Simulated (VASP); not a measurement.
Input of a VASP 6.6.1 run:

Contents of INCAR:

```
PREC = Accurate
ENCUT = 520
EDIFF = 1E-6
ISMEAR = 0
SIGMA = 0.1
LREAL = F
LASPH = T
NELM = 100
ALGO = Normal
ISIF = 2
LWAVE = F
LCHARG = F
GGA = PE
NBANDS = 14
```

Contents of KPOINTS:

```
regular mesh
0
Gamma
  14 14 14
```

Contents of POSCAR:

```
IrO
1.0
    2.8102479666      0.0000000000      0.0000000000
    0.0000000000      2.8102479666      0.0000000000
    0.0000000000      0.0000000000      2.8102479666
Ir O
1 1
Direct
    0.0000000000      0.0000000000      0.0000000000
    0.5000000000      0.5000000000      0.5000000000
```

Potentials or basis: VASP PAW PBE potentials, release 64 (Ir, O).

Command:

```sh
$ cat potpaw_PBE.64/Ir/POTCAR potpaw_PBE.64/O/POTCAR > POTCAR
$ mpirun -np 1 vasp_std > vasp.out
```

**Question.** Estimate the pressure.

**Answer.** 0.2 GPa.

Caveat: an odd number of electrons without spin polarisation forces a metal; a magnetic or distorted state may lie lower.
